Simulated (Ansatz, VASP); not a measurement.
**CdS: VASP beside Ansatz**

```
Cd S
1.0
     2.91229    2.91229    0.00000
    -2.91229    2.91229    0.00000
     0.00000    2.91229    2.91229
Cd S
1 1
Cartesian
  0.0000 0.0000 0.0000
  1.4561 4.3684 1.4561
```

Alike in both runs: functional PBEsol; k mesh 12 × 12 × 12; occupations fermi-dirac, width 0.1 eV; no spin polarisation.

Ansatz relaxed the structure, and its values are those at the end. VASP's run is a single point on that final structure, the one shown.

|  | VASP | Ansatz |
| --- | --- | --- |
| version | VASP 6.6.1 | Ansatz 0.2.0 |
| potentials or method | VASP PAW PBE potentials, release 64 (Cd, S) | PAW with Ansatz's default frozen-core files, scalar-relativistic |
| plane-wave cutoff (eV) | 520 | 420 |
| valence electrons in the cell | 18 | 26 |

VASP gave:

```
pressure (GPa) : 0.4
```

Task: What did Ansatz give for the same quantities?

Result: Pressure (GPa): 0.0.

VASP's potentials were made for PBE, not for PBEsol. With one functional, cell and mesh, what is left measures potentials, basis and numerics. VASP's potentials hold 18 valence electrons a cell and Ansatz's 26, so a difference there can come from the potentials and not from the codes.
